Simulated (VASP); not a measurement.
Write the native input for VASP 6.6.1 that does the following.

| Quantity | Value |
| --- | --- |
| Task | single point |
| Functional | LDA |
| Potentials or basis | VASP PAW LDA potentials, release 64 (Sr_sv, Ca_sv) |
| Cutoff | 520 eV |
| k mesh | 4 × 4 × 4 |
| Occupations | methfessel-paxton, width 0.05 eV |
| Spin | no spin polarisation |
| Dipole correction | no |
| Further INCAR settings | ALGO = Normal; EDIFF = 1e-07; NBANDS = 28 |

The structure of SrCa3 lies in POSCAR:

```
SrCa3
1.0
    5.4394582960      0.0000000000      0.0000000000
    0.0000000000      5.4394582960      0.0000000000
    0.0000000000      0.0000000000      5.4394582960
Sr Ca
1 3
Direct
    0.0000000000      0.0000000000      0.0000000000
    0.0000000000      0.5000000000      0.5000000000
    0.5000000000      0.0000000000      0.5000000000
    0.5000000000      0.5000000000      0.0000000000
```

The input as run:

INCAR

```
PREC = Accurate
ENCUT = 520
EDIFF = 1E-7
ISMEAR = 1
SIGMA = 0.05
LREAL = False
LASPH = True
NELM = 80
ALGO = Normal
ISIF = 2
LWAVE = False
LCHARG = False
GGA = CA
NBANDS = 28
```

KPOINTS

```
Automatic mesh
0
Gamma
  4 4 4
```

Potentials or basis: VASP PAW LDA potentials, release 64 (Sr_sv, Ca_sv).

Command:

```bash
$ cat potpaw_LDA.64/Sr_sv/POTCAR potpaw_LDA.64/Ca_sv/POTCAR > POTCAR
$ mpirun -np 1 vasp_std > vasp.out
```

Results of the run:

* Pressure: 0.0 GPa
* Band gap on the k mesh: zero (bands 20 and 21 overlap by 0.32 eV)

It took 48 s on 1 thread of Intel Xeon 8259CL, with other jobs on the host, peak memory 0.22 GiB.
